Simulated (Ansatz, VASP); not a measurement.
Two plane-wave programs on In

File INCAR:

```
PREC = Accurate
ENCUT = 600
EDIFF = 1E-6
ISMEAR = 0
SIGMA = 0.1
LREAL = F
LASPH = T
NELM = 80
ALGO = Normal
ISIF = 3
LWAVE = F
LCHARG = F
GGA = PE
IBRION = 2
NSW = 90
EDIFFG = -0.04
```

KPOINTS

```
Automatic mesh
0
Gamma
  8 8 4
```

The input POSCAR:

```
In
1.0
    1.4122594458     -2.6366992211      0.0000000000
    1.4122594458      2.6366992211      0.0000000000
    0.0000000000      0.0000000000      4.1175850850
In
1
Direct
    0.0000000000      0.0000000000      0.0000000000
```

Input for Ansatz:

```yaml
crystal:
  lattice:
    - [1.4122594458, -2.6366992211, 0.0]
    - [1.4122594458, 2.6366992211, 0.0]
    - [0.0, 0.0, 4.117585085]
  atoms:
    - { symbol: In, position: [0.0, 0.0, 0.0] }
basis:
  ecutwfc: 420
kpoints:
  mp_grid: { grid: [8, 8, 4] }
hamiltonian:
  xc: pbe
scf:
  occupations: { method: gaussian, width: 0.1 }
  lower_state_search: "off"
output:
  forces: true
  stress: true
  eigenvalues: true
relax:
  adjacent_minimum: "off"
  f_tol: 0.04
  max_steps: 70
  cell: { stress_tol: 0.4 }
```

Alike in both runs: task relaxation of cell and atoms; functional PBE; k mesh 8 × 8 × 4; occupations gaussian, width 0.1 eV; no spin polarisation.

|  | VASP | Ansatz |
| --- | --- | --- |
| version | VASP 6.6.1 | Ansatz 0.2.0 |
| potentials or method | VASP PAW PBE potentials, release 64 (In_d), cutoff 600 eV | scalar-relativistic, plane waves, PAW |
| valence electrons in the cell | 13 | 13 |

```csv
,VASP,Ansatz,Ansatz less VASP
"gap on the k mesh at the Fermi level, each at its own relaxed structure (eV)",none,none,-
relaxed volume (Å³/atom),28.28,28.04,-0.240
relaxed cell length with the largest relative difference (Å),3.206,3.322,+0.1156
```

A gap of «none» marks a metal or a gap that the smearing closes.

The k mesh is coarse, so the values compare programs but aren't converged.
